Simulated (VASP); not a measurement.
Input of a VASP 6.6.1 run:

Contents of INCAR:

```
ALGO = Normal
EDIFF = 1E-6
ENCUT = 520
GGA = CA
ISIF = 2
ISMEAR = -1
ISYM = 0
LASPH = True
LCHARG = True
LELF = True
LREAL = False
LVHAR = True
LWAVE = False
NBANDS = 19
NELM = 100
PREC = Accurate
SIGMA = 0.1
```

KPOINTS

```
k-points
0
Gamma
  13 13 9
```

File POSCAR:

```
Ti
1.0
   -1.9276154318      1.5815069257      1.4104757282
    1.5815069257     -1.9276154318      1.4104757282
    3.5077969532      3.5077969532     -2.0443740910
Ti
2
Direct
    0.9585079447      0.0414920553      1.0000000000
    0.7914920553      0.2085079447      0.5000000000
```

Potentials or basis: VASP PAW LDA potentials, release 64 (Ti_sv).

Launch:

```console
$ cat potpaw_LDA.64/Ti_sv/POTCAR > POTCAR
$ mpirun -np 1 vasp_std > vasp.out
```

Problem. Estimate the band gap on the k mesh.

Solution. Zero (bands 12 and 13 overlap by 1.12 eV).

Problem. Predict the pressure.

Solution. -0.1 GPa.
